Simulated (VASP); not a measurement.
Wanted: the native input for a VASP 6.6.1 run.

```yaml
Task: single point
Functional: PBE-based screened hybrid
Potentials_or_basis: VASP PAW PBE potentials, release 64 (K_sv, I)
Cutoff: 520 eV
k_mesh: 4 × 4 × 4
Occupations: gaussian, width 0.01 eV
Spin: no spin polarisation
Dipole_correction: no
Grid_for_exact_exchange_PRECFOCK: Normal
Share_of_exact_exchange: 1
Further_INCAR_settings: ALGO = Normal; EDIFF = 1e-07; NBANDS = 15
Screening_parameter: 0.2078 1/Å
```

Crystal: KI.

```
K I
1.0
     4.29094    0.00000    0.00000
     0.00000    4.29094    0.00000
     0.00000    0.00000    4.29094
K I
1 1
Direct
  0.00000 0.00000 0.00000
  0.50000 0.50000 0.50000
```

These files were run (other wordings do the same):

POSCAR

```
KI
1.0
    4.2909401140      0.0000000000      0.0000000000
    0.0000000000      4.2909401140      0.0000000000
    0.0000000000      0.0000000000      4.2909401140
K I
1 1
Direct
    0.0000000000      0.0000000000      0.0000000000
    0.5000000000      0.5000000000      0.5000000000
```

INCAR.step1

```
  PREC = Accurate
  ENCUT = 520
  EDIFF = 1E-5
  ISMEAR = 0
  SIGMA = 0.01
  LREAL = F
  LASPH = T
  NELM = 60
  ALGO = Normal
  ISIF = 2
  LWAVE = T
  LCHARG = F
  NBANDS = 15
  GGA = PE
```

INCAR.step2

```
  PREC = Accurate
  ENCUT = 520
  EDIFF = 1E-7
  ISMEAR = 0
  SIGMA = 0.01
  LREAL = F
  LASPH = T
  NELM = 60
  ALGO = Normal
  ISIF = 2
  LWAVE = F
  LCHARG = F
  GGA = PE
  LHFCALC = T
  AEXX = 1.0
  HFSCREEN = 0.2078
  PRECFOCK = Normal
  NBANDS = 15
  ISTART = 1
  ALDAC = 1.0
  AGGAC = 1.0
```

KPOINTS

```
regular mesh
0
Gamma
  4 4 4
```

Potentials or basis: VASP PAW PBE potentials, release 64 (K_sv, I).

Launch:

```bash
$ cat potpaw_PBE.64/K_sv/POTCAR potpaw_PBE.64/I/POTCAR > POTCAR
$ cp INCAR.step1 INCAR
$ mpirun -np 1 vasp_std > vasp.out
$ cp INCAR.step2 INCAR
$ mpirun -np 1 vasp_std > vasp.out
```

Results of the run:

```json
{
 "Pressure": "-0.6 GPa",
 "Band gap on the k mesh": "7.49 eV, indirect (least direct gap 7.95 eV)"
}
```

Caveat: the PAW data sets were made with another functional, which shifts forces and pressure a little; spin-orbit coupling is left out, which moves the levels of the heavy elements.

Run time: 13 min on 1 thread of Oxide Virtual Turin-like Processor (shared host), peak memory 0.26 GiB.
